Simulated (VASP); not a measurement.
Te7Mo4 (a cell with a defect), 11 atoms in the cell. The cell holds a defect, 11 atoms: a = 6.990 Å, b = 6.990 Å, c = 7.624 Å, α = 90.00°, β = 90.00°, γ = 120.00°.  This cell differs from its parent crystal: atoms taken out, atom 1 moved 0.333 of the way to it and +0.000 Å across, host rigid.

| Quantity | Value |
| --- | --- |
| Program | VASP 6.6.1 |
| Task | single point |
| Functional | PBE |
| Dispersion | D3(BJ) |
| Potentials or basis | VASP PAW PBE potentials, release 64 (Te, Mo_sv) |
| Cutoff | 520 eV |
| k mesh | 6 × 6 × 4 |
| Occupations | gaussian, width 0.05 eV |
| Spin | no spin polarisation |
| Dipole correction | no |
| Charge | 2 |
| Further INCAR settings | ALGO = Fast; EDIFF = 1e-07; NBANDS = 60; NELECT = 96.0 |

Potentials or basis: VASP PAW PBE potentials, release 64 (Te, Mo_sv).

Run with:

```console
$ cat potpaw_PBE.64/Te/POTCAR potpaw_PBE.64/Mo_sv/POTCAR > POTCAR
$ mpirun -np 1 vasp_std > vasp.out
```

Hardware: 1 thread of Oxide Virtual Turin-like Processor, on a shared host.

Q: Estimate the wall time of this run.

A: It took 100 min on 1 thread of Oxide Virtual Turin-like Processor (shared host), peak memory 1.1 GiB. Counts: scf iterations 21, k points 76.
